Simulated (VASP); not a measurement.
Input of a VASP 6.6.1 run:

File INCAR:

```
SYSTEM = Sb
PREC     = Accurate       ! precision mode
ENCUT    = 520            ! plane-wave cutoff, eV
EDIFF    = 1E-6           ! SCF threshold, eV
ISMEAR   = -1             ! smearing method
SIGMA    = 0.05           ! smearing width, eV
LREAL    = .FALSE.        ! projectors in reciprocal space
LASPH    = .TRUE.         ! aspherical terms in the spheres
NELM     = 60             ! most SCF steps
ALGO     = Normal         ! electronic algorithm
ISIF     = 2              ! what is computed and relaxed
LWAVE    = .FALSE.        ! write WAVECAR
LCHARG   = .FALSE.        ! write CHGCAR
GGA      = PE             ! functional
NBANDS   = 18             ! bands
```

Contents of KPOINTS:

```
Automatic mesh
0
G
  7 7 7
  0 0 0
```

POSCAR

```
Sb
1.0
   -4.0300106443      4.0300106443      2.0254867038
    4.0300106443     -4.0300106443      2.0254867038
    4.0300106443      4.0300106443     -2.0254867038
Sb
4
Direct
    0.6512630600      0.1512630600      0.8025261200
    0.1512630600      0.3487369400      0.5000000000
    0.3487369400      0.8487369400      0.1974738800
    0.8487369400      0.6512630600      0.5000000000
```

Potentials or basis: VASP PAW PBE potentials, release 64 (Sb).

The run is started by

```sh
$ cat potpaw_PBE.64/Sb/POTCAR > POTCAR
$ mpirun -np 1 vasp_std > vasp.out
```

Task: Predict the band gap on the k mesh.

Result: Zero (band 10 reaches 6.72 eV, above the bottom of band 11 at 5.18 eV).

Task: Estimate the largest force.

Result: 0.004 eV/Å.

Task: What does it give for the pressure?

Result: 1.6 GPa.

Forces on the atoms (eV/Å):
```
Sb  -0.003 -0.003  0.000
Sb   0.003 -0.003  0.000
Sb   0.003  0.003  0.000
Sb  -0.003  0.003  0.000
```

Caveat: spin-orbit coupling is left out, which moves the levels of the heavy elements.
